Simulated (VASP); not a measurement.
# Te (C2/m) in VASP: single point with r2SCAN+rVV10

Aim: the single point of Te with r2SCAN+rVV10.

All numbers are computed with VASP 6.6.1; they aren't measurements. Logs are shortened: lines on timing, memory, paths and dates and some standing lists are left out, and cuts for length are marked.

## Step 1: The cell of the first run

Symmetry: C2/m, No. 12, monoclinic system. The conventional cell has a = 7.641 Å, b = 4.296 Å, c = 5.977 Å, α = 90.00°, β = 90.90°, γ = 90.00°. Within 4.0 Å of Te (site symmetry m) lie 6 Te at 3.03 to 3.47 Å. Te (site symmetry 2/m) has 6 Te at 3.09 to 3.31 Å within 4.1 Å.

## Step 2: Single point, r2SCAN+rVV10

Contents of POSCAR:

```
Te
1.0
    3.8202894300     -2.1482026000      0.0000000000
    3.8202894300      2.1482026000      0.0000000000
   -0.0942908700      0.0000000000      5.9760906500
Te
3
Direct
    0.6905533900      0.6905533900      0.6611905100
    0.3094466100      0.3094466100      0.3388094900
    0.0000000000      0.0000000000      0.0000000000
```

Contents of INCAR.step1:

```
SYSTEM = Te
ALGO = Normal
EDIFF = 1E-5
ENCUT = 550
GGA = PE
GGA_COMPAT = .False.
ISMEAR = 0
LASPH = .True.
LCHARG = .False.
LREAL = .False.
LWAVE = .True.
NBANDS = 16
NELM = 120
PREC = Accurate
SIGMA = 0.1
```

Contents of INCAR.step2:

```
SYSTEM = Te
ALGO = Normal
BPARAM = 11.95
CPARAM = 0.0093
EDIFF = 1E-6
ENCUT = 550
GGA_COMPAT = .False.
ISIF = 2
ISMEAR = 0
ISTART = 1
IVDW_NL = 2
LASPH = .True.
LCHARG = .False.
LMIXTAU = .True.
LREAL = .False.
LUSE_VDW = .True.
LWAVE = .False.
METAGGA = R2SCAN
NBANDS = 16
NELM = 120
PREC = Accurate
SIGMA = 0.1
```

Contents of KPOINTS:

```
k-points
0
Gamma
  6 6 4
  0 0 0
```

Potentials or basis: VASP PAW PBE potentials, release 64 (Te).

Command:

```console
$ cat potpaw_PBE.64/Te/POTCAR > POTCAR
$ cp INCAR.step1 INCAR
$ mpirun -np 1 vasp_std > vasp.out
$ cp INCAR.step2 INCAR
$ mpirun -np 1 vasp_std > vasp.out
```

OUTCAR:

```text
SYSTEM = Te
   BPARAM = 11.95
   EDIFF = 1E-6
   ENCUT = 550
   ISIF = 2
   ISMEAR = 0
   ISTART = 1
   IVDW_NL = 2
   LASPH = .True.
   LREAL = .False.
   METAGGA = R2SCAN
   NELM = 120
   PREC = Accurate

 ion  position               nearest neighbor table
   1  0.691  0.691  0.661-   2 3.03   2 3.03   3 3.09   3 3.31   3 3.31   2 3.47
   2  0.309  0.309  0.339-   1 3.03   1 3.03   3 3.09   3 3.31   3 3.31   1 3.47
   3  0.000  0.000  0.000-   1 3.09   2 3.09   1 3.31   1 3.31   2 3.31   2 3.31

  LATTYP: Found a base centered monoclinic cell.
 ALAT       =     7.6405788600
 B/A-ratio  =     0.5623140967
 C/A-ratio  =     0.7822489074
 COS(beta)  =    -0.0157760551

  Lattice vectors:

 A1 = (   3.8202894300,  -2.1482026000,   0.0000000000)
 A2 = (   3.8202894300,   2.1482026000,   0.0000000000)
 A3 = (  -0.0942908700,   0.0000000000,   5.9760906500)

Analysis of symmetry for initial positions (statically):
=====================================================================
 Subroutine PRICEL returns:
 Original cell was already a primitive cell.

 Routine SETGRP: Setting up the symmetry group for a
 base centered monoclinic supercell.

 Subroutine GETGRP returns: Found  4 space group operations
 (whereof  4 operations were pure point group operations)
 out of a pool of  4 trial point group operations.

The static configuration has the point symmetry C_2h.

Analysis of symmetry for dynamics (positions and initial velocities):
=====================================================================
 Subroutine PRICEL returns:
 Original cell was already a primitive cell.

 Routine SETGRP: Setting up the symmetry group for a
 base centered monoclinic supercell.

 Subroutine GETGRP returns: Found  4 space group operations
 (whereof  4 operations were pure point group operations)
 out of a pool of  4 trial point group operations.

The dynamic configuration has the point symmetry C_2h.

 Subroutine INISYM returns: Found  4 space group operations
 (whereof  4 operations are pure point group operations),
 and found     1 'primitive' translations

----------------------------------------------------------------------------------------

                                     Primitive cell

  volume of cell :      98.0886

  direct lattice vectors                    reciprocal lattice vectors
     3.820289430 -2.148202600  0.000000000     0.130880136 -0.232752721  0.002065029
     3.820289430  2.148202600  0.000000000     0.130880136  0.232752721  0.002065029
    -0.094290870  0.000000000  5.976090650     0.000000000  0.000000000  0.167333472

  length of vectors
     4.382851325  4.382851325  5.976834465     0.267035023  0.267035023  0.167333472

  position of ions in fractional coordinates (direct lattice)
     0.690553390  0.690553390  0.661190510
     0.309446610  0.309446610  0.338809490
     0.000000000  0.000000000  0.000000000

  ion indices of the primitive-cell ions
   primitive index   ion index
                 1           1
                 2           2
                 3           3

----------------------------------------------------------------------------------------

 KPOINTS: k-points

Automatic generation of k-mesh.
 Grid dimensions read from file:
 generate k-points for:    6    6    4

 Generating k-lattice:

  Cartesian coordinates                     Fractional coordinates (reciprocal lattice)
     0.021813356 -0.038792120  0.000344172     0.166666667  0.000000000  0.000000000
     0.021813356  0.038792120  0.000344172     0.000000000  0.166666667  0.000000000
     0.000000000  0.000000000  0.041833368     0.000000000  0.000000000  0.250000000

  Length of vectors
     0.044505837  0.044505837  0.041833368

  Shift w.r.t. Gamma in fractional coordinates (k-lattice)
     0.000000000  0.000000000  0.000000000

 Subroutine IBZKPT returns following result:
 ===========================================

 Found     47 irreducible k-points:

 Following reciprocal coordinates:
            Coordinates               Weight
  0.000000  0.000000  0.000000      1.000000
  0.166667  0.000000  0.000000      4.000000
  0.333333  0.000000  0.000000      4.000000
  0.500000  0.000000  0.000000      2.000000
  0.166667  0.166667  0.000000      2.000000
  0.333333  0.166667 -0.000000      4.000000
[... 16 lines left out ...]
 -0.333333  0.166667  0.250000      4.000000
 -0.166667  0.166667  0.250000      4.000000
 [... further k-points ...]
   k-points           NKPTS =     47   k-points in BZ     NKDIM =     47   number of bands    NBANDS=     16
   number of dos      NEDOS =    301   number of ions     NIONS =      3
   total plane-waves  NPLWV =  62208
   dimension x,y,z NGX =    36 NGY =   36 NGZ =   48
   dimension x,y,z NGXF=    72 NGYF=   72 NGZF=   96
   ions per type =               3
   NGX,Y,Z   is equivalent  to a cutoff of  13.66, 13.66, 13.35 a.u.
   NGXF,Y,Z  is equivalent  to a cutoff of  27.31, 27.31, 26.70 a.u.
 SYSTEM =  Te
   PREC   = accura    normal or accurate (medium, high low for compatibility)
   ISTART =      1    job   : 0-new  1-cont  2-samecut
   ICHARG =      0    charge: 1-file 2-atom 10-const
   ISPIN  =      1    spin polarized calculation?
   LNONCOLLINEAR =      F non collinear calculations
   LSORBIT =      F    spin-orbit coupling
   LASPH  =      T    aspherical Exc in radial PAW
   ENCUT  =  550.0 eV  40.42 Ry    6.36 a.u.   8.38  8.38 11.43*2*pi/ulx,y,z
   NELM   =    120;   NELMIN=  2; NELMDL=  0     # of ELM steps
   EDIFF  = 0.1E-05   stopping-criterion for ELM
   LREAL  =      F    real-space projection
   EDIFFG = 0.1E-04   stopping-criterion for IOM
   NSW    =      0    number of steps for IOM
   IBRION =     -1    ionic relax: 0-MD 1-quasi-New 2-CG
   NFREE  =      0    steps in history (QN), initial steepest desc. (CG)
   ISIF   =      2    stress and relaxation
   ISYM   =      2    0-nonsym 1-usesym 2-fastsym
   POTIM  = 0.5000    time-step for ionic-motion
   TEBEG  =    0.0;   TEEND  =   0.0 temperature during run
   PSTRESS=    0.0 pullay stress
   NELECT =      18.0000    total number of electrons
   NUPDOWN=      -1.0000    fix difference up-down
   EMIN   =  10.00;   EMAX   =-10.00  energy-range for DOS
   EFERMI =   0.00;   METHOD = LEGACY
   ISMEAR =     0;   SIGMA  =   0.10  broadening in eV -4-tet -1-fermi 0-gaus
   EFERMI_NEDOS =   21; number of points for ismear=-14 and -15
   IALGO  =     38    algorithm
   IMIX   =      4    mixing-type and parameters
     AMIX     =   0.40;   BMIX     =  1.00
     AMIX_MAG =   1.60;   BMIX_MAG =  1.00
  volume/ion in A,a.u.               =      32.70       220.64
  Fermi-wavevector in a.u.,A,eV,Ry     =   0.930307  1.758025 11.775440  0.865470
  Thomas-Fermi vector in A             =   2.056681
   LORBIT       =      0    0 simple, 1 ext, 2 COOP (PROOUT), +10 PAW based schemes
   METAGGA = R2SCAN    functional components
   LHFCALC =     F    Hartree Fock is set to
   AEXX    =    0.0000 exact exchange contribution
   IVDW_NL    =     2    kernel type
   BPARAM     =11.9500
   IVDW    =     0    specifies the selected vdW correction
   LEPSILON=     F    determine dielectric tensor
   LRPA    =     F    only Hartree local field effects (RPA)
 non-spin polarized calculation
 Gauss-broadening in eV      SIGMA  =   0.10
  energy-cutoff  :      550.00
  volume of cell :       98.09
 maximum number of plane-waves:      2887
 NGX is ok and might be reduce to    36
   NGX = 17   NGY = 17   NGZ = 23

 number of electron      18.0000000 magnetization

 Free energy of the ion-electron system (eV)
  ---------------------------------------------------
  ext. energy  EPLUGINS =         0.00000000
  ---------------------------------------------------
  free energy    TOTEN  =       -75.55575235 eV

  energy without entropy =      -75.55257247  energy(sigma->0) =      -75.55416241

 E-fermi :   6.3911     XC(G=0):  -9.7789

 val. band max:        6.3718386499   @ k =   0.5000   0.5000   0.0000
 cond. band min:       6.4437053916   @ k =  -0.1667  -0.1667   0.2500
 fundamental gap:      0.0718667417
 Fermi energy:         6.3911463643

 k-point     1 :       0.0000    0.0000    0.0000
  band No.  band energies     occupation
      1      -7.9526      2.00000
      2      -4.5315      2.00000
      3      -4.3826      2.00000
      4       3.4124      2.00000
      5       3.4161      2.00000
      6       4.0503      2.00000
[... 8 lines left out ...]
     15      12.7556      0.00000
     16      12.8221      0.00000

 k-point     2 :       0.1667    0.0000    0.0000
  band No.  band energies     occupation
      1      -7.7079      2.00000
      2      -4.5197      2.00000
      3      -4.3817      2.00000
      4       1.9116      2.00000
      5       2.6543      2.00000
      6       3.0491      2.00000
[... 8 lines left out ...]
     15      12.7071      0.00000
     16      13.4059      0.00000

 k-point     3 :       0.3333    0.0000    0.0000
  band No.  band energies     occupation
      1      -7.0073      2.00000
      2      -4.9684      2.00000
      3      -4.2220      2.00000
      4       1.1001      2.00000
      5       1.7148      2.00000
      6       2.3162      2.00000
[... 8 lines left out ...]
     15      13.8228      0.00000
     16      14.9187      0.00000

 k-point     4 :       0.5000    0.0000    0.0000
  band No.  band energies     occupation
      1      -6.0930      2.00000
      2      -5.8503      2.00000
      3      -4.1160      2.00000
      4       1.2429      2.00000
      5       1.6184      2.00000
      6       1.9636      2.00000
[... 8 lines left out ...]
     15      15.2828      0.00000
     16      15.8736      0.00000
[... 324 lines left out ...]
 k-point    22 :       0.5000    0.1667    0.2500
  band No.  band energies     occupation
      1      -6.2061      2.00000
      2      -5.6435      2.00000
      3      -4.2605      2.00000
      4       0.4917      2.00000
      5       1.4973      2.00000
      6       2.5577      2.00000
[... 8 lines left out ...]
     15      14.1161      0.00000
     16      15.1521      0.00000

 k-point    23 :      -0.3333    0.1667    0.2500
  band No.  band energies     occupation
      1      -6.2608      2.00000
      2      -5.2858      2.00000
      3      -4.6430      2.00000
      4       1.0853      2.00000
      5       1.2041      2.00000
      6       2.4853      2.00000
[... 8 lines left out ...]
     15      13.6551      0.00000
     16      14.7498      0.00000

 k-point    24 :      -0.1667    0.1667    0.2500
  band No.  band energies     occupation
      1      -7.0138      2.00000
      2      -5.5269      2.00000
      3      -3.7467      2.00000
      4       1.3468      2.00000
      5       1.9909      2.00000
      6       2.8843      2.00000
[... 8 lines left out ...]
     15      12.9738      0.00000
     16      14.2868      0.00000

 [... further k-points ...]

------------------------ aborting loop because EDIFF is reached ----------------------------------------

  FORCE on cell =-STRESS in cart. coord.  units (eV):
  Direction    XX          YY          ZZ          XY          YZ          ZX
  --------------------------------------------------------------------------------------
  -------------------------------------------------------------------------------------
  Total       -0.4703335     -0.1906291     -0.5151538      0.0000000      0.0000000     -0.1681278
  in kB       -7.6824157     -3.1137313     -8.4145099      0.0000000      0.0000000     -2.7461951
  external PRESSURE =      -6.4035523 kB  Pullay stress =       0.0000000 kB

 VOLUME and BASIS-vectors are now :
 -----------------------------------------------------------------------------
  energy-cutoff  :      550.00
  volume of cell :       98.09
      direct lattice vectors                 reciprocal lattice vectors
     3.820289430 -2.148202600  0.000000000     0.130880136 -0.232752721  0.002065029
     3.820289430  2.148202600  0.000000000     0.130880136  0.232752721  0.002065029
    -0.094290870  0.000000000  5.976090650     0.000000000  0.000000000  0.167333472

 POSITION                                       TOTAL-FORCE (eV/Angst)
 -----------------------------------------------------------------------------------
      5.21388      0.00000      3.95133         0.017132      0.000000     -0.020414
      2.33240      0.00000      2.02476        -0.017132      0.000000      0.020414
      0.00000      0.00000      0.00000         0.000000      0.000000      0.000000
 -----------------------------------------------------------------------------------
    total drift:                               -0.000000     -0.000000     -0.000000

  FREE ENERGIE OF THE ION-ELECTRON SYSTEM (eV)
  ---------------------------------------------------
  free  energy   TOTEN  =       -75.5557523484 eV

  energy  without entropy=      -75.5525724747  energy(sigma->0) =      -75.55416241
```

It took 4.9 min on 1 thread of Intel Xeon Platinum 8375C at 2.90GHz (Ice Lake), shared host; peak memory 0.51 GiB.

What came out:

- Free energy: -75.5558 eV
- Pressure: -0.6 GPa
- Largest force: 0.027 eV/Å
- Band gap on the k mesh: zero (bands 9 and 10 overlap by 0.39 eV)

Forces on the atoms (eV/Å):
```
Te   0.017  0.000 -0.020
Te  -0.017  0.000  0.020
Te   0.000  0.000  0.000
```

Caveat: the PAW data sets were made with another functional, which shifts forces and pressure a little; spin-orbit coupling is left out, which moves the levels of the heavy elements.
